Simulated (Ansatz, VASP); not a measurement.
CuI2 in VASP and in Ansatz

```
CELL_PARAMETERS angstrom
4.08702 0.00000 0.00000
-2.04351 3.53946 0.00000
0.00000 0.00000 6.75184
ATOMIC_POSITIONS crystal
Cu 0.00000 0.00000 0.00000
I 0.33330 0.66670 0.75763
I 0.66670 0.33330 0.24237
```

Alike in both runs: task single point; functional PBE; k mesh 5 × 5 × 3; occupations fermi-dirac, width 0.0284 eV; no spin polarisation.

```csv
,VASP,Ansatz
version,VASP 6.6.1,Ansatz 0.2.0
potentials or method,"VASP PAW PBE potentials, release 64 (Cu, I), cutoff 520 eV",PAW plane waves
valence electrons in the cell,25,53
```

VASP gave:

* gap on the k mesh at the Fermi level (eV): none
* pressure (GPa): -2.6
* traceless stress, the component that is largest in VASP (GPa): 0.72
* rms of the force components (eV/Å): 0.225

Task: What did Ansatz give for the same quantities?

Result: gap on the k mesh at the Fermi level (eV): none; pressure (GPa): -2.4; traceless stress, the component that is largest in VASP (GPa): 0.71; rms of the force components (eV/Å): 0.228.

Atom by atom the forces differ by 0.003 eV/Å (rms over components). A gap of «none» marks a metal or a gap that the smearing closes. VASP's potentials hold 25 valence electrons a cell and Ansatz's 53, so a difference there can come from the potentials and not from the codes. Ansatz's warnings: structure snapped to symmetry.

Spin-orbit coupling is off throughout.
